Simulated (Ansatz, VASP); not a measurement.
## One calculation of Ta2NbO2, two programs

Contents of INCAR:

```
  PREC = Accurate
  ENCUT = 600
  EDIFF = 1E-7
  ISMEAR = 0
  SIGMA = 0.1
  LREAL = F
  LASPH = T
  NELM = 60
  ALGO = Normal
  ISIF = 3
  LWAVE = F
  LCHARG = F
  GGA = PE
  IBRION = 2
  NSW = 100
  EDIFFG = -0.01
```

File KPOINTS:

```
Automatic mesh
0
Gamma
  12 12 10
```

The input POSCAR:

```
Ta2NbO2
1.0
    4.5955864129      0.0000000000      0.0000000000
   -2.2977932064      3.9798945788      0.0000000000
    0.0000000000      0.0000000000      3.9714467556
Ta Nb O
2 1 2
Direct
    0.3333333333      0.6666666667      0.5000000000
    0.6666666667      0.3333333333      0.5000000000
    0.0000000000      0.0000000000      0.0000000000
    0.3333333333      0.6666666667      0.0000000000
    0.6666666667      0.3333333333      0.0000000000
```

Input for Ansatz:

```yaml
crystal:
  lattice:
    - [4.5955864129, 0.0, 0.0]
    - [-2.2977932064, 3.9798945788, 0.0]
    - [0.0, 0.0, 3.9714467556]
  atoms:
    - { symbol: Ta, position: [0.3333333333, 0.6666666667, 0.5] }
    - { symbol: Ta, position: [0.6666666667, 0.3333333333, 0.5] }
    - { symbol: Nb, position: [0.0, 0.0, 0.0] }
    - { symbol: O, position: [0.3333333333, 0.6666666667, 0.0] }
    - { symbol: O, position: [0.6666666667, 0.3333333333, 0.0] }
basis:
  ecutwfc: 420
kpoints:
  mp_grid: { grid: [12, 12, 10] }
hamiltonian:
  xc: pbe
scf:
  occupations: { method: gaussian, width: 0.1 }
output:
  forces: true
  stress: true
  eigenvalues: true
relax:
  adjacent_minimum: "off"
  f_tol: 0.01
  max_steps: 80
  cell: { stress_tol: 0.05 }
```

Alike in both runs: task relaxation of cell and atoms; functional PBE; k mesh 12 × 12 × 10; occupations gaussian, width 0.1 eV; no spin polarisation.

```csv
,VASP,Ansatz
version,VASP 6.6.1,Ansatz 0.2.0
potentials or method,"VASP PAW PBE potentials, release 64 (Ta_pv, Nb_sv, O), cutoff 600 eV","scalar-relativistic, plane waves, PAW"
valence electrons in the cell,47,51
```

Ansatz gave:

* gap on the k mesh at the Fermi level, each at its own relaxed structure (eV): none
* relaxed volume (Å³/atom): 14.53
* relaxed length of the cell vector where the two differ most in proportion (Å): 3.972

**Question.** Estimate VASP's values.

**Answer.** gap on the k mesh at the Fermi level, each at its own relaxed structure (eV): none; relaxed volume (Å³/atom): 14.52; relaxed length of the cell vector where the two differ most in proportion (Å): 3.977.

A gap of «none» marks a metal or a gap that the smearing closes. VASP's potentials hold 47 valence electrons a cell and Ansatz's 51, so a difference there can come from the potentials and not from the codes.

Neither program's run includes spin-orbit coupling.
